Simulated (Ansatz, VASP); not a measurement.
**Two plane-wave programs on GaSb**

```xyz
2
Lattice="0.0000 3.1885 3.1885 3.1885 0.0000 3.1885 3.1885 3.1885 0.0000" Properties=species:S:1:pos:R:3 pbc="T T T"
Ga    0.0000    0.0000    0.0000
Sb    1.5943    1.5943    1.5943
```

Change from the starting cell: hydrostatic strain +4.0%.

Alike in both runs: task single point; functional r2SCAN; k mesh 8 × 8 × 8; occupations fermi-dirac, width 0.02 eV; non-collinear spin, spin-orbit coupling.

|  | VASP | Ansatz |
| --- | --- | --- |
| version | VASP 6.6.1 | Ansatz 0.2.0 |
| potentials or method | VASP PAW PBE potentials, release 64 (Ga_d, Sb) | plane waves, PAW |
| plane-wave cutoff (eV) | 520 | 500 |
| valence electrons in the cell | 18 | 28 |

|  | VASP | Ansatz | Ansatz less VASP |
| --- | --- | --- | --- |
| pressure (GPa) | -4.6 | -4.7 | -0.08 |
| net moment per atom (μB) | 0.00 | 0.00 | 0.000 |

VASP's potentials were made for PBE, not for r2SCAN. VASP's potentials hold 18 valence electrons a cell and Ansatz's 28, so a difference there can come from the potentials and not from the codes.
